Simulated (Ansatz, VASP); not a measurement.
**One calculation of ScTl2, two programs**

File POSCAR:

```
ScTl2
1.0
    4.8321320000      0.0000000000      0.0000000000
   -2.4160660000      4.1847530000      0.0000000000
    0.0000000000      0.0000000000      3.6022230000
Sc Tl
1 2
Direct
    0.0000000000      0.0000000000      0.0000000000
    0.3333000000      0.6667000000      0.5000000000
    0.6666000000      0.3333000000      0.5000000000
```

INCAR.step1

```
SYSTEM = ScTl2
PREC = Accurate
ENCUT = 520
ISMEAR = 1
SIGMA = 0.1063
LREAL = .FALSE.
LASPH = .TRUE.
NELM = 80
NBANDS = 26
GGA = PE
ALGO = Normal
EDIFF = 1E-4
LWAVE = .TRUE.
LCHARG = .FALSE.
```

File INCAR.step2:

```
SYSTEM = ScTl2
PREC = Accurate
ENCUT = 520
EDIFF = 1E-6
ISMEAR = 1
SIGMA = 0.1063
LREAL = .FALSE.
LASPH = .TRUE.
NELM = 80
ALGO = Normal
ISIF = 2
LWAVE = .FALSE.
LCHARG = .FALSE.
METAGGA = R2SCAN
LMIXTAU = .TRUE.
NBANDS = 26
ISTART = 1
```

File KPOINTS:

```
Automatic mesh
0
G
  6 6 7
  0 0 0
```

Input for Ansatz:

```yaml
crystal:
  lattice:
    - [4.832132, 0.0, 0.0]
    - [-2.416066, 4.184753, 0.0]
    - [0.0, 0.0, 3.602223]
  atoms:
    - { symbol: Sc, position: [0.0, 0.0, 0.0] }
    - { symbol: Tl, position: [0.3333, 0.6667, 0.5] }
    - { symbol: Tl, position: [0.6666, 0.3333, 0.5] }
  symmetry: { tolerance: 0.0003 }
kpoints:
  mp_grid: { grid: [6, 6, 7], shift: [0, 0, 0] }
  band_path:
    path:
      - [0.0, 0.0, 0.0]
      - [0.49999982, 2.3e-07, 0.0]
      - [0.33333322, 0.33333369, 0.0]
      - [0.0, 0.0, 0.0]
      - [0.0, 0.0, 0.5]
      - [0.49999982, 2.3e-07, 0.5]
      - [0.33333322, 0.33333369, 0.5]
      - [0.0, 0.0, 0.5]
      - [0.49999982, 2.3e-07, 0.5]
      - [0.49999982, 2.3e-07, 0.0]
      - [0.33333322, 0.33333369, 0.5]
    npoints: 6
magnetization:
  spin_polarized: false
scf:
  occupations: { method: cold, width: 0.1063 }
  lower_state_search: "off"
  max_iter: 200
hamiltonian:
  pseudopotentials: { kind: paw }
  xc: r2scan
basis:
  ecutwfc: 500
  fft_grid_basis: typed
output:
  forces: true
  stress: true
  eigenvalues: true
  bader: true
  populations: true
  elf: true
  write_potential: true
  volumetric_format: npy
  dos:
    e_range: [-12, 8]
    de: 0.05
    projected: { site_lists: { Sc: [Sc], Tl: [Tl] } }
checkpoint:
  read: saved_state
```

Alike in both runs: task single point; functional r2SCAN; k mesh 6 × 6 × 7; no spin polarisation.

|  | VASP | Ansatz |
| --- | --- | --- |
| version | VASP 6.6.1 | Ansatz 0.2.0 |
| potentials or method | VASP PAW PBE potentials, release 64 (Sc_sv, Tl_d), cutoff 520 eV | PAW plane waves |
| occupations | methfessel-paxton of order 1, width 0.1063 eV | cold, width 0.1063 eV |
| valence electrons in the cell | 37 | 37 |

```csv
,VASP,Ansatz,Ansatz less VASP
pressure (GPa),2.8,2.6,-0.19
"traceless stress, the component that is largest in VASP (GPa)",-7.62,-7.54,+0.076
```

VASP's potentials were made for PBE, not for r2SCAN. Ansatz's warnings: structure snapped to symmetry.

Neither program's run includes spin-orbit coupling.
